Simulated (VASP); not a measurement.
# Cd2I3 (Pmmm) in VASP: notebook

Runs on Cd2I3. Level: PBE. Tasks: single point, relaxation of cell and atoms.

Program: VASP 6.6.1. These are calculated values, not measurements. Logs are shortened: lines on timing, memory, paths and dates and some standing lists are left out, and cuts for length are marked.

### 1 The cell of the first run

Symmetry: Pmmm, No. 47, orthorhombic system. Conventional cell: a = 5.729 Å, b = 5.937 Å, c = 8.057 Å, α = 90.00°, β = 90.00°, γ = 90.00°. Cd (site symmetry mmm) has 2 Cd at 2.86 Å within 3.8 Å. Cd (site symmetry mmm) has 2 Cd at 2.86 Å and 2 I at 2.97 Å within 3.8 Å. I (site symmetry mmm) has 6 Cd at 2.97 to 4.13 Å and 2 I at 4.03 Å within 4.2 Å. I (site symmetry mmm) has 2 I at 2.97 Å and 2 Cd at 4.03 Å within 4.1 Å. Within 4.1 Å of I (site symmetry mmm) lie 4 I at 2.97 to 4.03 Å.

The cell was generated, and may not be a known phase.

### 2 Single point, PBE

Contents of INCAR:

```
PREC = Accurate ; ENCUT = 520
EDIFF = 1E-7 ; ISMEAR = 0
SIGMA = 0.1 ; LREAL = False
LASPH = True ; NELM = 60
ALGO = Normal ; ISIF = 2
LWAVE = False ; LCHARG = False
GGA = PE ; NBANDS = 30
```

Contents of KPOINTS:

```
regular mesh
0
Gamma
  4 4 2
```

Contents of POSCAR:

```
Cd2I3
1.0
    5.9371214607      0.0000000000      0.0000000000
    0.0000000000      5.7288247392      0.0000000000
    0.0000000000      0.0000000000      8.0573772801
Cd I
2 3
Direct
    0.5000000000      0.5000000000      0.5000000000
    0.5000000000      0.0000000000      0.5000000000
    0.0000000000      0.0000000000      0.5000000000
    0.5000000000      0.0000000000      0.0000000000
    0.0000000000      0.0000000000      0.0000000000
```

Potentials or basis: VASP PAW PBE potentials, release 64 (Cd, I).

Launch:

```bash
> cat potpaw_PBE.64/Cd/POTCAR potpaw_PBE.64/I/POTCAR > POTCAR
> mpirun -np 1 vasp_std > vasp.out
```

OUTCAR:

```text
PREC = Accurate
   ENCUT = 520
   EDIFF = 1E-7
   ISMEAR = 0
   LREAL = False
   LASPH = True
   NELM = 60
   ISIF = 2
   GGA = PE

 ion  position               nearest neighbor table
   1  0.500  0.500  0.500-   2 2.86   2 2.86
   2  0.500  0.000  0.500-   1 2.86   1 2.86   3 2.97   3 2.97
   3  0.000  0.000  0.500-   2 2.97   2 2.97
   4  0.500  0.000  0.000-   5 2.97   5 2.97
   5  0.000  0.000  0.000-   4 2.97   4 2.97

  LATTYP: Found a simple orthorhombic cell.
 ALAT       =     5.7288247392
 B/A-ratio  =     1.0363594159
 C/A-ratio  =     1.4064625201

  Lattice vectors:

 A1 = (   0.0000000000,  -5.7288247392,   0.0000000000)
 A2 = (   5.9371214607,   0.0000000000,   0.0000000000)
 A3 = (   0.0000000000,   0.0000000000,   8.0573772801)

Analysis of symmetry for initial positions (statically):
=====================================================================
 Subroutine PRICEL returns:
 Original cell was already a primitive cell.

 Routine SETGRP: Setting up the symmetry group for a
 simple orthorhombic supercell.

 Subroutine GETGRP returns: Found  8 space group operations
 (whereof  8 operations were pure point group operations)
 out of a pool of  8 trial point group operations.

The static configuration has the point symmetry D_2h.

Analysis of symmetry for dynamics (positions and initial velocities):
=====================================================================
 Subroutine PRICEL returns:
 Original cell was already a primitive cell.

 Routine SETGRP: Setting up the symmetry group for a
 simple orthorhombic supercell.

 Subroutine GETGRP returns: Found  8 space group operations
 (whereof  8 operations were pure point group operations)
 out of a pool of  8 trial point group operations.

The dynamic configuration has the point symmetry D_2h.

 Subroutine INISYM returns: Found  8 space group operations
 (whereof  8 operations are pure point group operations),
 and found     1 'primitive' translations

----------------------------------------------------------------------------------------

                                     Primitive cell

  volume of cell :     274.0534

  direct lattice vectors                    reciprocal lattice vectors
     5.937121461  0.000000000  0.000000000     0.168431791  0.000000000  0.000000000
     0.000000000  5.728824739  0.000000000     0.000000000  0.174555872  0.000000000
     0.000000000  0.000000000  8.057377280     0.000000000  0.000000000  0.124109864

  length of vectors
     5.937121461  5.728824739  8.057377280     0.168431791  0.174555872  0.124109864

  position of ions in fractional coordinates (direct lattice)
     0.500000000  0.500000000  0.500000000
     0.500000000  0.000000000  0.500000000
     0.000000000  0.000000000  0.500000000
     0.500000000  0.000000000  0.000000000
     0.000000000  0.000000000  0.000000000

  ion indices of the primitive-cell ions
   primitive index   ion index
                 1           1
                 2           2
                 3           3
                 4           4
                 5           5

----------------------------------------------------------------------------------------

 KPOINTS: regular mesh

Automatic generation of k-mesh.
 Grid dimensions read from file:
 generate k-points for:    4    4    2

 Generating k-lattice:

  Cartesian coordinates                     Fractional coordinates (reciprocal lattice)
     0.042107948  0.000000000  0.000000000     0.250000000  0.000000000  0.000000000
     0.000000000  0.043638968  0.000000000     0.000000000  0.250000000  0.000000000
     0.000000000  0.000000000  0.062054932     0.000000000  0.000000000  0.500000000

  Length of vectors
     0.042107948  0.043638968  0.062054932

  Shift w.r.t. Gamma in fractional coordinates (k-lattice)
     0.000000000  0.000000000  0.000000000

 Subroutine IBZKPT returns following result:
 ===========================================

 Found     18 irreducible k-points:

 Following reciprocal coordinates:
            Coordinates               Weight
  0.000000  0.000000  0.000000      1.000000
  0.250000  0.000000  0.000000      2.000000
  0.500000  0.000000  0.000000      1.000000
  0.000000  0.250000  0.000000      2.000000
  0.250000  0.250000  0.000000      4.000000
  0.500000  0.250000  0.000000      2.000000
[... 10 lines left out ...]
  0.250000  0.500000  0.500000      2.000000
  0.500000  0.500000  0.500000      1.000000
   k-points           NKPTS =     18   k-points in BZ     NKDIM =     18   number of bands    NBANDS=     30
   number of dos      NEDOS =    301   number of ions     NIONS =      5
   total plane-waves  NPLWV = 138240
   dimension x,y,z NGX =    48 NGY =   48 NGZ =   60
   dimension x,y,z NGXF=    96 NGYF=   96 NGZF=  120
   ions per type =               2   3
   NGX,Y,Z   is equivalent  to a cutoff of  13.44, 13.93, 12.38 a.u.
   NGXF,Y,Z  is equivalent  to a cutoff of  26.88, 27.86, 24.76 a.u.
 SYSTEM =  unknown system
[... 49 lines left out ...]

 Free energy of the ion-electron system (eV)
  ---------------------------------------------------
  ext. energy  EPLUGINS =         0.00000000
  ---------------------------------------------------
  free energy    TOTEN  =        -6.23174419 eV

  energy without entropy =       -6.21230105  energy(sigma->0) =       -6.22202262

 E-fermi :  -0.3110     XC(G=0):  -6.5565

 val. band max:       -0.3189347089   @ k =   0.0000   0.2500   0.0000
 cond. band min:      -0.2735386284   @ k =   0.2500   0.2500   0.0000
 fundamental gap:      0.0453960805
 Fermi energy:        -0.3109867435

 k-point     1 :       0.0000    0.0000    0.0000
  band No.  band energies     occupation
      1     -13.1643      2.00000
      2     -12.3842      2.00000
      3     -10.8325      2.00000
      4      -9.4327      2.00000
      5      -8.9205      2.00000
      6      -8.9172      2.00000
[... 22 lines left out ...]
     29       5.0430      0.00000
     30       5.8845      0.00000

 k-point     2 :       0.2500    0.0000    0.0000
  band No.  band energies     occupation
      1     -12.9431      2.00000
      2     -12.3168      2.00000
      3     -11.3475      2.00000
      4      -9.4367      2.00000
      5      -8.9244      2.00000
      6      -8.9204      2.00000
[... 22 lines left out ...]
     29       5.4690      0.00000
     30       6.1234      0.00000

 k-point     3 :       0.5000    0.0000    0.0000
  band No.  band energies     occupation
      1     -12.4294      2.00000
      2     -12.3134      2.00000
      3     -12.0350      2.00000
      4      -9.4432      2.00000
      5      -8.9315      2.00000
      6      -8.9204      2.00000
[... 22 lines left out ...]
     29       5.2939      0.00000
     30       5.6556      0.00000

 k-point     4 :       0.0000    0.2500    0.0000
  band No.  band energies     occupation
      1     -13.1611      2.00000
      2     -12.3791      2.00000
      3     -10.8300      2.00000
      4      -9.2231      2.00000
      5      -8.8407      2.00000
      6      -8.8363      2.00000
[... 22 lines left out ...]
     29       4.9967      0.00000
     30       5.1366      0.00000

 k-point     5 :       0.2500    0.2500    0.0000
  band No.  band energies     occupation
      1     -12.9400      2.00000
      2     -12.3129      2.00000
      3     -11.3448      2.00000
      4      -9.2304      2.00000
      5      -8.8431      2.00000
      6      -8.8406      2.00000
[... 22 lines left out ...]
     29       5.2243      0.00000
     30       6.1799      0.00000
[... 328 lines left out ...]
     29       4.7047      0.00000
     30       5.6014      0.00000

 k-point    16 :       0.0000    0.5000    0.5000
  band No.  band energies     occupation
      1     -13.1487      2.00000
      2     -12.3847      2.00000
      3     -10.8317      2.00000
      4      -8.8229      2.00000
      5      -8.7177      2.00000
      6      -8.7098      2.00000
[... 22 lines left out ...]
     29       5.6595      0.00000
     30       5.9025      0.00000

 k-point    17 :       0.2500    0.5000    0.5000
  band No.  band energies     occupation
      1     -12.9263      2.00000
      2     -12.3175      2.00000
      3     -11.3501      2.00000
      4      -8.8459      2.00000
      5      -8.7177      2.00000
      6      -8.7168      2.00000
[... 22 lines left out ...]
     29       5.9899      0.00000
     30       5.9986      0.00000

 k-point    18 :       0.5000    0.5000    0.5000
  band No.  band energies     occupation
      1     -12.4220      2.00000
      2     -12.2451      2.00000
      3     -12.1000      2.00000
      4      -8.9304      2.00000
      5      -8.7648      2.00000
      6      -8.7238      2.00000
[... 22 lines left out ...]
     29       5.7571      0.00000
     30       6.6008      0.00000

------------------------ aborting loop because EDIFF is reached ----------------------------------------

  FORCE on cell =-STRESS in cart. coord.  units (eV):
  Direction    XX          YY          ZZ          XY          YZ          ZX
  --------------------------------------------------------------------------------------
  -------------------------------------------------------------------------------------
  Total        0.5170745      0.0002515      0.0585448      0.0000000      0.0000000      0.0000000
  in kB        3.0229329      0.0014702      0.3422659      0.0000000      0.0000000      0.0000000
  external PRESSURE =       1.1222230 kB  Pullay stress =       0.0000000 kB

 VOLUME and BASIS-vectors are now :
 -----------------------------------------------------------------------------
  energy-cutoff  :      520.00
  volume of cell :      274.05
      direct lattice vectors                 reciprocal lattice vectors
     5.937121461  0.000000000  0.000000000     0.168431791  0.000000000  0.000000000
     0.000000000  5.728824739  0.000000000     0.000000000  0.174555872  0.000000000
     0.000000000  0.000000000  8.057377280     0.000000000  0.000000000  0.124109864

 POSITION                                       TOTAL-FORCE (eV/Angst)
 -----------------------------------------------------------------------------------
      2.96856      2.86441      4.02869         0.000000      0.000000      0.000000
      2.96856      0.00000      4.02869         0.000000      0.000000      0.000000
      0.00000      0.00000      4.02869         0.000000      0.000000      0.000000
      2.96856      0.00000      0.00000         0.000000      0.000000      0.000000
      0.00000      0.00000      0.00000         0.000000      0.000000      0.000000
 -----------------------------------------------------------------------------------
    total drift:                                0.000000     -0.000000     -0.000000

  FREE ENERGIE OF THE ION-ELECTRON SYSTEM (eV)
  ---------------------------------------------------
  free  energy   TOTEN  =        -6.2317441920 eV

  energy  without entropy=       -6.2123010466  energy(sigma->0) =       -6.22202262
```

It took 5 min on 1 thread of Intel Xeon 8259CL, shared host; peak memory 0.44 GiB.

Results:

```
Free energy            : -6.2317 eV
Pressure               : 0.1 GPa
Band gap on the k mesh : zero (an odd number of electrons rules out a gap without spin polarisation)
```

Stress tensor (GPa, compression positive):
```
0.30 0.00 0.00
0.00 0.00 0.00
0.00 0.00 0.03
```

Caveat: the k points lie up to 0.39 Å⁻¹ apart, too coarse for converged energies and pressures of a metal; spin-orbit coupling is left out, which moves the levels of the heavy elements; an odd number of electrons without spin polarisation forces a metal; a magnetic or distorted state may lie lower.

### 3 Relaxation of cell and atoms, PBE

This run uses another cell than the first one, of 49.18 Å³/atom.

Contents of INCAR:

```
SYSTEM = Cd2I3
  PREC = Accurate
  ENCUT = 600
  EDIFF = 1E-6
  ISMEAR = 0
  SIGMA = 0.1
  LREAL = .FALSE.
  LASPH = .TRUE.
  NELM = 100
  ALGO = Normal
  ISIF = 3
  LWAVE = .FALSE.
  LCHARG = .FALSE.
  GGA = PE
  IBRION = 2
  NSW = 90
  EDIFFG = -0.04
```

Contents of KPOINTS:

```
regular mesh
0
G
  4 4 2
  0 0 0
```

POSCAR: that of step 2 with these lines changed.

```diff
@@ -2,5 +2,5 @@
 1.0
-    5.9371214607      0.0000000000      0.0000000000
-    0.0000000000      5.7288247392      0.0000000000
-    0.0000000000      0.0000000000      8.0573772801
+    5.1273214800      0.0000000000      0.0000000000
+    0.0000000000      6.3075726000      0.0000000000
+    0.0000000000      0.0000000000      7.6039143500
 Cd I
```

Potentials or basis: VASP PAW PBE potentials, release 64 (Cd, I).

Launch:

```bash
> cat potpaw_PBE.64/Cd/POTCAR potpaw_PBE.64/I/POTCAR > POTCAR
> mpirun -np 1 vasp_std > vasp.out
```

Wall time 49 min (1 thread of Intel Xeon 8259CL, shared host); peak memory 0.47 GiB.

The run converged. Its results:

* Free energy: -6.2286 eV
* Relaxed volume: 54.39 Å³/atom
* Relaxed cell: a = 5.956 Å, b = 5.717 Å, c = 7.988 Å, α = 90.00°, β = 90.00°, γ = 90.00°
* Space group after relaxing (to 0.1 Å): Pmmm (No. 47)
* Energy gained by relaxing: 492.6 meV/atom
* Ionic steps: 13
* Pressure after relaxing: 0.1 GPa
* Band gap on the k mesh: zero (an odd number of electrons rules out a gap without spin polarisation)

Step by step:
| step | energy change (eV) | largest force (eV/Å) | pressure (GPa) | volume (Å³) |
| --- | --- | --- | --- | --- |
| 1 | 0.0000 | 0.0000 | 8.57 | 245.92 |
| 2 | -1.3892 | 0.0000 | -2.17 | 340.47 |
| 3 | -2.3156 | 0.0000 | -0.37 | 288.14 |
| 4 | -2.3174 | 0.0000 | -0.30 | 287.29 |
| 5 | -2.3181 | 0.0000 | -0.20 | 286.24 |
| 6 | -2.3586 | 0.0000 | -0.22 | 283.87 |
| 7 | -2.4475 | 0.0000 | -0.14 | 276.27 |
| 8 | -2.2486 | 0.0000 | 0.97 | 258.73 |
| 9 | -2.4596 | 0.0000 | -0.08 | 273.80 |
| 10 | -2.4621 | 0.0000 | -0.01 | 271.95 |
| 11 | -2.4621 | 0.0000 | -0.02 | 272.26 |
| 12 | -2.4625 | 0.0000 | 0.12 | 271.78 |
| 13 | -2.4628 | 0.0000 | 0.06 | 271.97 |

Final structure:
```xyz
5
Lattice="5.9558 0.0000 0.0000 0.0000 5.7170 0.0000 0.0000 0.0000 7.9876" Properties=species:S:1:pos:R:3 pbc="T T T"
Cd    2.9779    2.8585    3.9938
Cd    2.9779    0.0000    3.9938
I     0.0000    0.0000    3.9938
I     2.9779    0.0000    0.0000
I     0.0000    0.0000    0.0000
```

Levels at points of the mesh, in eV from the Fermi level:
```csv
k point,band 21,band 22,band 23,band 24,band 25,band 26
"(0.00, 0.00, 0.00)",-0.17,-0.07,1.54,1.87,3.05,3.46
"(0.50, 0.00, 0.00)",-1.07,-0.52,-0.23,1.09,2.46,2.66
"(0.00, 0.50, 0.00)",-0.84,-0.23,-0.03,3.04,3.46,3.49
"(0.50, 0.50, 0.00)",-1.26,-1.25,-0.22,1.30,3.37,3.92
"(0.00, 0.00, 0.50)",-0.36,-0.16,1.67,1.81,2.33,3.46
"(0.50, 0.00, 0.50)",-1.27,-1.15,-0.50,1.03,1.82,2.51
"(0.00, 0.50, 0.50)",-0.80,-0.30,-0.23,3.42,3.46,3.53
"(0.50, 0.50, 0.50)",-1.34,-1.33,-1.26,1.42,2.87,3.68
```

Caveat: the k points lie up to 0.39 Å⁻¹ apart in the final cell, too coarse for converged energies and pressures of a metal; a cell axis changed by over 15 % at a fixed basis, so the end point is rough; spin-orbit coupling is left out, which moves the levels of the heavy elements; an odd number of electrons without spin polarisation forces a metal; a magnetic or distorted state may lie lower.

### 4 Single point, PBE

This run uses another cell than the first one, of 56.21 Å³/atom.

Contents of INCAR:

```
PREC     = Accurate       # precision mode
ENCUT    = 520            # plane-wave cutoff, eV
EDIFF    = 1E-6           # SCF threshold, eV
ISMEAR   = 0              # smearing method
SIGMA    = 0.1            # smearing width, eV
LREAL    = F              # projectors in reciprocal space
LASPH    = T              # aspherical terms in the spheres
NELM     = 80             # most SCF steps
ALGO     = Normal         # electronic algorithm
ISIF     = 2              # what is computed and relaxed
LWAVE    = F              # write WAVECAR
LCHARG   = F              # write CHGCAR
GGA      = PE             # functional
NBANDS   = 30             # bands
```

Contents of KPOINTS:

```
regular mesh
0
Gamma
  8 6 6
```

Contents of POSCAR:

```
Cd2I3
1.0
    5.7182931440      0.0000000000      0.0000000000
    0.0000000000      5.9133646108      0.0000000000
    0.0000000000      0.0000000000      8.3114092704
Cd I
2 3
Direct
    0.5000000000      0.5000000000      0.5000000000
    0.0000000000      0.5000000000      0.5000000000
    0.0000000000      0.0000000000      0.5000000000
    0.0000000000      0.5000000000      0.0000000000
    0.0000000000      0.0000000000      0.0000000000
```

Launch:

```bash
> cat potpaw_PBE.64/Cd/POTCAR potpaw_PBE.64/I/POTCAR > POTCAR
> mpirun -np 1 vasp_std > vasp.out
```

Run time: 22 min. Hardware: 1 thread of Intel Xeon 8259CL, shared host; peak memory 0.79 GiB.

The run converged. Its results:

| Property | Result |
| --- | --- |
| Free energy | -6.2068 eV |
| Pressure | 0.0 GPa |
| Band gap on the k mesh | zero (an odd number of electrons rules out a gap without spin polarisation) |

Levels at points of the mesh, in eV from the Fermi level:
```csv
k point,band 20,band 21,band 22,band 23,band 24,band 25,band 26,band 27
"(0.00, 0.00, 0.00)",-1.71,-0.61,-0.58,1.20,1.56,2.57,3.11,3.99
"(0.50, 0.00, 0.00)",-1.70,-1.16,-0.66,-0.57,2.69,3.11,3.18,4.21
"(0.00, 0.50, 0.00)",-1.77,-1.57,-0.91,-0.85,0.74,2.12,2.13,2.80
"(0.50, 0.50, 0.00)",-1.90,-1.76,-1.76,-0.90,1.01,3.04,3.31,3.90
"(0.00, 0.00, 0.50)",-2.11,-0.74,-0.57,1.29,1.52,1.99,3.11,3.95
"(0.50, 0.00, 0.50)",-2.04,-1.13,-0.71,-0.65,3.01,3.11,3.21,3.35
"(0.00, 0.50, 0.50)",-1.81,-1.77,-1.63,-0.84,0.71,1.45,2.18,2.93
"(0.50, 0.50, 0.50)",-1.86,-1.82,-1.78,-1.77,1.10,2.49,3.30,3.86
```

Caveat: spin-orbit coupling is left out, which moves the levels of the heavy elements; an odd number of electrons without spin polarisation forces a metal; a magnetic or distorted state may lie lower.

### 5 Summary

```csv
task,cell,k mesh,cutoff (eV),gap on the mesh (eV),pressure (GPa)
single point,"a = 5.937, b = 5.729, c = 8.057 Å, 5 atoms, atomic positions A",4 × 4 × 2,520,none,0.1
relaxation of cell and atoms,"relaxed from a = 5.127, b = 6.308, c = 7.604 Å, 5 atoms, atomic positions A",4 × 4 × 2,600,none,0.1
single point,"a = 5.718, b = 5.913, c = 8.311 Å, 5 atoms, atomic positions B",8 × 6 × 6,520,none,0.0
```

Alike in all rows: level PBE; potentials or basis VASP PAW PBE potentials, release 64 (Cd, I); no spin polarisation; smearing gaussian 0.1 eV.

Caveats: some runs use coarse meshes; spin-orbit coupling is left out, which moves the levels of the heavy elements; an odd number of electrons without spin polarisation forces a metal; a magnetic or distorted state may lie lower; a cell axis changed by over 15 % at a fixed basis, so the end point is rough (at least some runs).

Absolute energies hang on the potentials; compare differences alone.

The gap in the log of VASP goes by the Fermi energy; the results here count the filled bands.